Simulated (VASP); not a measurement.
Here is a VASP 6.6.1 calculation.

The input INCAR:

```
PREC = Accurate
ENCUT = 520
EDIFF = 1E-7
ISMEAR = 0
SIGMA = 0.05
LREAL = False
LASPH = True
NELM = 150
ALGO = Normal
ISIF = 2
LWAVE = False
LCHARG = False
ISPIN = 2
MAGMOM = 1.05 1.05
LORBIT = 11
GGA = PE
NBANDS = 12
```

File KPOINTS:

```
regular mesh
0
Gamma
  6 6 6
```

POSCAR

```
H
1.0
    5.5656000000      0.0000000000      0.0000000000
   -2.7828000000      4.8199509873      0.0000000000
    0.0000000000      0.0000000000      4.4233000000
H
2
Direct
    0.3333333333      0.6666666667      0.2500000000
    0.6666666667      0.3333333333      0.7500000000
```

Potentials or basis: VASP PAW PBE potentials, release 64 (H).

Launch:

```sh
$ cat potpaw_PBE.64/H/POTCAR > POTCAR
$ mpirun -np 1 vasp_std > vasp.out
```

Problem. Predict the band gap on the k mesh.

Solution. 6.82 eV (least direct gap 7.21 eV).

Problem. Estimate the net moment.

Solution. 2.00 μB per cell.

Problem. Predict the site moments.

Solution. H +0.38 μB.

Caveat: the atoms stand far beyond bonding distance. A k mesh can miss the band edges.
